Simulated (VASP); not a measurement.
W3O, 4 atoms in the cell. The structure is cubic, space group Pm-3m (No. 221). Conventional cell: a = 3.886 Å, b = 3.886 Å, c = 3.886 Å, α = 90.00°, β = 90.00°, γ = 90.00°. W (site symmetry 4/mmm) has 8 W at 2.75 Å and 4 O at 2.75 Å within 3.6 Å. O (site symmetry m-3m) has 12 W at 2.75 Å within 3.6 Å. 

| Quantity | Value |
| --- | --- |
| Program | VASP 6.6.1 |
| Task | relaxation of cell and atoms |
| Functional | PBE |
| Potentials or basis | VASP PAW PBE potentials, release 64 (W_sv, O) |
| Cutoff | 600 eV |
| k mesh | 12 × 12 × 12 |
| Occupations | gaussian, width 0.1 eV |
| Spin | no spin polarisation |
| Dipole correction | no |
| Further INCAR settings | ALGO = Normal; EDIFF = 1e-06; IBRION = 2; EDIFFG = -0.01; NSW = 100; ISIF = 3 |

Potentials or basis: VASP PAW PBE potentials, release 64 (W_sv, O).

Command:

```sh
$ cat potpaw_PBE.64/W_sv/POTCAR potpaw_PBE.64/O/POTCAR > POTCAR
$ mpirun -np 1 vasp_std > vasp.out
```

Hardware: 1 thread of Intel(R) Xeon(R) 6975P-C (Granite Rapids) (shared host).

Task: Estimate the wall time of this run.

Result: Wall time 110 s on 1 thread of Intel(R) Xeon(R) 6975P-C (Granite Rapids), on a shared host, peak memory 0.29 GiB. Counts: scf iterations 29, k points 84, ion steps 3.
